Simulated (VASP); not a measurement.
# Ca2Si (Immm) in VASP: notebook, part 2 of 3

VASP 6.6.1. Earlier steps stand in the parts before.

## Step 3: Single point, LDA (atoms displaced along a vibrational mode, the cell strained)

INCAR

```
ALGO = Normal ; EDIFF = 1E-6
ENCUT = 520 ; GGA = CA
ISIF = 2 ; ISMEAR = 0
LASPH = T ; LCHARG = F
LREAL = F ; LWAVE = F
NBANDS = 19 ; NELM = 60
PREC = Accurate ; SIGMA = 0.05
```

KPOINTS

```
k-points
0
Gamma
  8 8 8
```

POSCAR

```
Ca2Si
1.0
    0.0000000000      3.6242863276      3.2566051060
    3.6242863276      0.0000000000      3.2566051060
    3.6242863276      3.6242863276      0.0000000000
Ca Si
2 1
Direct
    0.7344790822      0.7344790822      0.7655209178
    0.2655209178      0.2655209178      0.2344790822
    0.0000000000      0.0000000000      0.0000000000
```

Potentials or basis: VASP PAW LDA potentials, release 64 (Ca_sv, Si).

Launch:

```console
$ cat potpaw_LDA.64/Ca_sv/POTCAR potpaw_LDA.64/Si/POTCAR > POTCAR
$ mpirun -np 1 vasp_std > vasp.out
```

OUTCAR:

```text
EDIFF = 1E-6
   ENCUT = 520
   GGA = CA
   ISIF = 2
   ISMEAR = 0
   LASPH = T
   LREAL = F
   NELM = 60
   PREC = Accurate

 ion  position               nearest neighbor table
   1  0.734  0.734  0.766-   3 2.98   3 2.98   2 3.05   3 3.09   3 3.09
   2  0.266  0.266  0.234-   3 2.98   3 2.98   1 3.05   3 3.09   3 3.09
   3  0.000  0.000  0.000-   1 2.98   1 2.98   2 2.98   2 2.98   2 3.09   2 3.09   1 3.09   1 3.09

  LATTYP: Found a body centered tetragonal cell.
 ALAT       =     5.1255148784
 C/A-ratio  =     1.2707426213

  Lattice vectors:

 A1 = (   0.0000000000,  -3.6242863276,  -3.2566051060)
 A2 = (   0.0000000000,   3.6242863276,  -3.2566051060)
 A3 = (   3.6242863276,   0.0000000000,   3.2566051060)

Analysis of symmetry for initial positions (statically):
=====================================================================
 Subroutine PRICEL returns:
 Original cell was already a primitive cell.

 Routine SETGRP: Setting up the symmetry group for a
 body centered tetragonal supercell.

 Subroutine GETGRP returns: Found  8 space group operations
 (whereof  8 operations were pure point group operations)
 out of a pool of 16 trial point group operations.

The static configuration has the point symmetry D_2h.

Analysis of symmetry for dynamics (positions and initial velocities):
=====================================================================
 Subroutine PRICEL returns:
 Original cell was already a primitive cell.

 Routine SETGRP: Setting up the symmetry group for a
 body centered tetragonal supercell.

 Subroutine GETGRP returns: Found  8 space group operations
 (whereof  8 operations were pure point group operations)
 out of a pool of 16 trial point group operations.

The dynamic configuration has the point symmetry D_2h.

 Subroutine INISYM returns: Found  8 space group operations
 (whereof  8 operations are pure point group operations),
 and found     1 'primitive' translations

----------------------------------------------------------------------------------------

                                     Primitive cell

  volume of cell :      85.5540

  direct lattice vectors                    reciprocal lattice vectors
     0.000000000  3.624286328  3.256605106    -0.137958195  0.137958195  0.153534120
     3.624286328  0.000000000  3.256605106     0.137958195 -0.137958195  0.153534120
     3.624286328  3.624286328  0.000000000     0.137958195  0.137958195 -0.153534120

  length of vectors
     4.872466337  4.872466337  5.125514878     0.248269316  0.248269316  0.248269316

  position of ions in fractional coordinates (direct lattice)
     0.734479082  0.734479082  0.765520918
     0.265520918  0.265520918  0.234479082
     0.000000000  0.000000000  0.000000000

  ion indices of the primitive-cell ions
   primitive index   ion index
                 1           1
                 2           2
                 3           3

----------------------------------------------------------------------------------------

 KPOINTS: k-points

Automatic generation of k-mesh.
 Grid dimensions read from file:
 generate k-points for:    8    8    8

 Generating k-lattice:

  Cartesian coordinates                     Fractional coordinates (reciprocal lattice)
    -0.017244774  0.017244774  0.019191765     0.125000000 -0.000000000  0.000000000
     0.017244774 -0.017244774  0.019191765    -0.000000000  0.125000000  0.000000000
     0.017244774  0.017244774 -0.019191765     0.000000000  0.000000000  0.125000000

  Length of vectors
     0.031033664  0.031033664  0.031033664

  Shift w.r.t. Gamma in fractional coordinates (k-lattice)
     0.000000000  0.000000000  0.000000000

 Subroutine IBZKPT returns following result:
 ===========================================

 Found     95 irreducible k-points:

 Following reciprocal coordinates:
            Coordinates               Weight
  0.000000  0.000000  0.000000      1.000000
  0.125000 -0.000000  0.000000      4.000000
 -0.000000 -0.000000 -0.125000      4.000000
  0.250000 -0.000000  0.000000      4.000000
 -0.000000 -0.000000 -0.250000      4.000000
  0.375000 -0.000000  0.000000      4.000000
[... 16 lines left out ...]
  0.250000  0.250000  0.000000      2.000000
  0.375000  0.250000  0.000000      4.000000
 [... further k-points ...]
   k-points           NKPTS =     95   k-points in BZ     NKDIM =     95   number of bands    NBANDS=     19
   number of dos      NEDOS =    301   number of ions     NIONS =      3
   total plane-waves  NPLWV =  51840
   dimension x,y,z NGX =    36 NGY =   36 NGZ =   40
   dimension x,y,z NGXF=    72 NGYF=   72 NGZF=   80
   ions per type =               2   1
   NGX,Y,Z   is equivalent  to a cutoff of  12.28, 12.28, 12.97 a.u.
   NGXF,Y,Z  is equivalent  to a cutoff of  24.57, 24.57, 25.95 a.u.
 SYSTEM =  unknown system
   PREC   = accura    normal or accurate (medium, high low for compatibility)
   ISTART =      0    job   : 0-new  1-cont  2-samecut
   ICHARG =      2    charge: 1-file 2-atom 10-const
   ISPIN  =      1    spin polarized calculation?
   LNONCOLLINEAR =      F non collinear calculations
   LSORBIT =      F    spin-orbit coupling
   LASPH  =      T    aspherical Exc in radial PAW
   ENCUT  =  520.0 eV  38.22 Ry    6.18 a.u.   9.06  9.06  9.53*2*pi/ulx,y,z
   NELM   =     60;   NELMIN=  2; NELMDL= -5     # of ELM steps
   EDIFF  = 0.1E-05   stopping-criterion for ELM
   LREAL  =      F    real-space projection
   EDIFFG = 0.1E-04   stopping-criterion for IOM
   NSW    =      0    number of steps for IOM
   IBRION =     -1    ionic relax: 0-MD 1-quasi-New 2-CG
   NFREE  =      0    steps in history (QN), initial steepest desc. (CG)
   ISIF   =      2    stress and relaxation
   ISYM   =      2    0-nonsym 1-usesym 2-fastsym
   POTIM  = 0.5000    time-step for ionic-motion
   TEBEG  =    0.0;   TEEND  =   0.0 temperature during run
   PSTRESS=    0.0 pullay stress
   NELECT =      24.0000    total number of electrons
   NUPDOWN=      -1.0000    fix difference up-down
   EMIN   =  10.00;   EMAX   =-10.00  energy-range for DOS
   EFERMI =   0.00;   METHOD = LEGACY
   ISMEAR =     0;   SIGMA  =   0.05  broadening in eV -4-tet -1-fermi 0-gaus
   EFERMI_NEDOS =   21; number of points for ismear=-14 and -15
   IALGO  =     38    algorithm
   IMIX   =      4    mixing-type and parameters
     AMIX     =   0.40;   BMIX     =  1.00
     AMIX_MAG =   1.60;   BMIX_MAG =  1.00
  volume/ion in A,a.u.               =      28.52       192.45
  Fermi-wavevector in a.u.,A,eV,Ry     =   1.071680  2.025182 15.626271  1.148498
  Thomas-Fermi vector in A             =   2.207428
   LORBIT       =      0    0 simple, 1 ext, 2 COOP (PROOUT), +10 PAW based schemes
   GGA     = CA    functional components
   LHFCALC =     F    Hartree Fock is set to
   AEXX    =    0.0000 exact exchange contribution
   IVDW    =     0    specifies the selected vdW correction
   LEPSILON=     F    determine dielectric tensor
   LRPA    =     F    only Hartree local field effects (RPA)
 non-spin polarized calculation
 Gauss-broadening in eV      SIGMA  =   0.05
  energy-cutoff  :      520.00
  volume of cell :       85.55
 maximum number of plane-waves:      2332
   NGX = 19   NGY = 19   NGZ = 19

 number of electron      24.0000000 magnetization

 Free energy of the ion-electron system (eV)
  ---------------------------------------------------
  ext. energy  EPLUGINS =         0.00000000
  ---------------------------------------------------
  free energy    TOTEN  =       -11.61350564 eV

  energy without entropy =      -11.61339658  energy(sigma->0) =      -11.61345111

 E-fermi :   2.7915     XC(G=0):  -8.9095

 val. band max:        2.7493787056   @ k =   0.5000   0.0000   0.5000
 cond. band min:       2.8336070588   @ k =   0.5000   0.0000   0.5000
 fundamental gap:      0.0842283532
 Fermi energy:         2.7915491832

 k-point     1 :       0.0000    0.0000    0.0000
  band No.  band energies     occupation
      1     -37.5406      2.00000
      2     -37.4518      2.00000
      3     -19.1550      2.00000
      4     -18.8447      2.00000
      5     -18.8216      2.00000
      6     -18.7590      2.00000
[... 11 lines left out ...]
     18       7.7728      0.00000
     19       7.9939      0.00000
[... 485 lines left out ...]
 k-point    24 :       0.3750    0.2500    0.0000
  band No.  band energies     occupation
      1     -37.5131      2.00000
      2     -37.4782      2.00000
      3     -19.0973      2.00000
      4     -18.8897      2.00000
      5     -18.8721      2.00000
      6     -18.7692      2.00000
[... 11 lines left out ...]
     18       7.0534      0.00000
     19       7.4087      0.00000

 [... further k-points ...]
[... 5 lines left out ...]
  --------------------------------------------------------------------------------------
  -------------------------------------------------------------------------------------
  Total       -1.2431569     -1.2431569      2.8026686     -0.4345192      0.0000000      0.0000000
  in kB      -23.2807207    -23.2807207     52.4858505     -8.1372829      0.0000000      0.0000000
  external PRESSURE =       1.9748031 kB  Pullay stress =       0.0000000 kB

 VOLUME and BASIS-vectors are now :
 -----------------------------------------------------------------------------
  energy-cutoff  :      520.00
  volume of cell :       85.55
      direct lattice vectors                 reciprocal lattice vectors
     0.000000000  3.624286328  3.256605106    -0.137958195  0.137958195  0.153534120
     3.624286328  0.000000000  3.256605106     0.137958195 -0.137958195  0.153534120
     3.624286328  3.624286328  0.000000000     0.137958195  0.137958195 -0.153534120

 POSITION                                       TOTAL-FORCE (eV/Angst)
 -----------------------------------------------------------------------------------
      5.43643      5.43643      4.78382         0.000000      0.000000      0.822791
      1.81214      1.81214      1.72939        -0.000000     -0.000000     -0.822791
      0.00000      0.00000      0.00000         0.000000      0.000000      0.000000
 -----------------------------------------------------------------------------------
    total drift:                               -0.000000     -0.000000      0.000000

  FREE ENERGIE OF THE ION-ELECTRON SYSTEM (eV)
  ---------------------------------------------------
  free  energy   TOTEN  =       -11.6135056396 eV

  energy  without entropy=      -11.6133965813  energy(sigma->0) =      -11.61345111
```

OSZICAR:

```text
N       E                     dE             d eps       ncg     rms          rms(c)
DAV:   1     0.193093509602E+03    0.19309E+03   -0.11660E+04  3610   0.113E+03
DAV:   2    -0.505847250021E+00   -0.19360E+03   -0.19046E+03  3800   0.330E+02
DAV:   3    -0.119020825885E+02   -0.11396E+02   -0.11295E+02  6937   0.609E+01
DAV:   4    -0.123643954758E+02   -0.46231E+00   -0.46183E+00  5140   0.125E+01
DAV:   5    -0.123889244259E+02   -0.24529E-01   -0.24524E-01  5861   0.190E+00    0.567E+00
DAV:   6    -0.117178480731E+02    0.67108E+00   -0.18180E+00  4632   0.365E+00    0.310E+00
DAV:   7    -0.116237299954E+02    0.94118E-01   -0.46541E-01  5008   0.247E+00    0.105E+00
DAV:   8    -0.116149115336E+02    0.88185E-02   -0.73752E-02  4539   0.144E+00    0.213E-01
DAV:   9    -0.116135226996E+02    0.13888E-02   -0.71667E-03  4706   0.393E-01    0.133E-01
DAV:  10    -0.116135160381E+02    0.66615E-05   -0.10214E-03  5643   0.212E-01    0.366E-02
DAV:  11    -0.116135249065E+02   -0.88684E-05   -0.13315E-04  5172   0.474E-02    0.252E-02
DAV:  12    -0.116135051002E+02    0.19806E-04   -0.10633E-04  4765   0.601E-02    0.298E-03
DAV:  13    -0.116135056396E+02   -0.53933E-06   -0.58965E-06  5698   0.127E-02
   1 F= -.11613506E+02 E0= -.11613451E+02  d E =-.109058E-03
```

Run time: 69 s. Hardware: 1 thread of Intel Xeon 6975P-C (Granite Rapids), shared host; peak memory 0.28 GiB.

Results:

```
Free energy            : -11.6135 eV
Pressure               : 0.2 GPa
Largest force          : 0.823 eV/Å
Band gap on the k mesh : 0.08 eV
```

Forces in eV/Å, atoms in the order of the input:
```
Ca   0.000  0.000  0.823
Ca   0.000  0.000 -0.823
Si   0.000  0.000  0.000
```

Stress tensor (GPa, compression positive):
```
-2.33 -0.81  0.00
-0.81 -2.33  0.00
 0.00  0.00  5.25
```

Caveat: the cell differs from its parent crystal (atoms displaced along a vibrational mode, the cell strained); the stress differs along the axes, from -2 to 5 GPa; semilocal functionals underestimate gaps, and a narrow one can read as zero. A k mesh can miss the band edges.

## Step 4: Single point, LDA (atoms displaced along a vibrational mode, the cell strained)

INCAR

```
SYSTEM = Ca2Si
PREC     = Accurate       ! precision mode
ENCUT    = 520            ! plane-wave cutoff, eV
EDIFF    = 1E-6           ! SCF threshold, eV
ISMEAR   = 0              ! smearing method
SIGMA    = 0.05           ! smearing width, eV
LREAL    = .False.        ! projectors in reciprocal space
LASPH    = .True.         ! aspherical terms in the spheres
NELM     = 100            ! most SCF steps
ALGO     = Normal         ! electronic algorithm
ISIF     = 2              ! what is computed and relaxed
LWAVE    = .False.        ! write WAVECAR
LCHARG   = .False.        ! write CHGCAR
GGA      = CA             ! functional
NBANDS   = 19             ! bands
```

KPOINTS

```
regular mesh
0
Gamma
  8 8 8
  0 0 0
```

POSCAR

```
Ca2Si
1.0
    0.0000000000      3.5834912206      3.3381953199
    3.5834912206      0.0000000000      3.3381953199
    3.5834912206      3.5834912206      0.0000000000
Ca Si
2 1
Direct
    0.7422466805      0.7422466805      0.7577533195
    0.2577533195      0.2577533195      0.2422466805
    0.0000000000      0.0000000000      0.0000000000
```

Launch:

```console
$ cat potpaw_LDA.64/Ca_sv/POTCAR potpaw_LDA.64/Si/POTCAR > POTCAR
$ mpirun -np 1 vasp_std > vasp.out
```

It took 69 s on 1 thread of Intel Xeon 6975P-C (Granite Rapids), shared host; peak memory 0.28 GiB.

It converged, with:

```
Free energy            : -11.7548 eV
Pressure               : 0.1 GPa
Largest force          : 0.376 eV/Å
Band gap on the k mesh : 0.19 eV
```

Forces in eV/Å, atoms in the order of the input:
```
Ca   0.000  0.000  0.376
Ca   0.000  0.000 -0.376
Si   0.000  0.000  0.000
```

Stress tensor (GPa, compression positive):
```
-1.52 -0.42  0.00
-0.42 -1.52  0.00
 0.00  0.00  3.41
```

Levels at points of the mesh, in eV from the valence-band top:
```
           k point  band 10  band 11  band 12  band 13  band 14  band 15
(0.00, 0.00, 0.00)    -0.79    -0.71    -0.52     1.41     1.49     1.89
(0.50, 0.00, 0.00)    -2.17    -0.41    -0.12     2.12     2.29     2.53
(0.00, 0.00, 0.50)    -2.15    -0.45    -0.18     2.02     2.21     2.76
(0.50, 0.50, 0.00)    -2.01    -0.37    -0.30     0.37     1.17     2.55
(0.50, 0.00, 0.50)    -2.32    -0.10     0.00     0.19     1.59     2.22
```

Caveat: the cell differs from its parent crystal (atoms displaced along a vibrational mode, the cell strained); semilocal functionals underestimate gaps, and a narrow one can read as zero. A k mesh can miss the band edges.

(Continued in part 3 of 3.)
